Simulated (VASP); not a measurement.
Ga, 2 atoms in the cell. The structure is cubic, space group Fd-3m (No. 227). The conventional cell has a = 5.881 Å, b = 5.881 Å, c = 5.881 Å, α = 90.00°, β = 90.00°, γ = 90.00°. Within 3.4 Å of Ga (site symmetry -43m) lie 4 Ga at 2.55 Å. 

* Program: VASP 6.6.1
* Task: single point
* Functional: PBE
* Potentials or basis: VASP PAW PBE potentials, release 64 (Ga_d)
* Cutoff: 500 eV
* k mesh: 6 × 6 × 6
* Occupations: fermi-dirac, width 0.1 eV
* Spin: no spin polarisation
* Dipole correction: no
* Further INCAR settings: ALGO = Normal; EDIFF = 1e-06; NBANDS = 20

Potentials or basis: VASP PAW PBE potentials, release 64 (Ga_d).

The run is started by

```console
$ cat potpaw_PBE.64/Ga_d/POTCAR > POTCAR
$ mpirun -np 1 vasp_std > vasp.out
```

Hardware: 1 thread of AMD EPYC 7R43 64-Core Processor (Zen 3), on a shared host.

Q: Estimate the wall time of this run.

A: Run time: 14 s on 1 thread of AMD EPYC 7R43 64-Core Processor (Zen 3), with other jobs on the host, peak memory 0.13 GiB. Counts: scf iterations 11, k points 16.
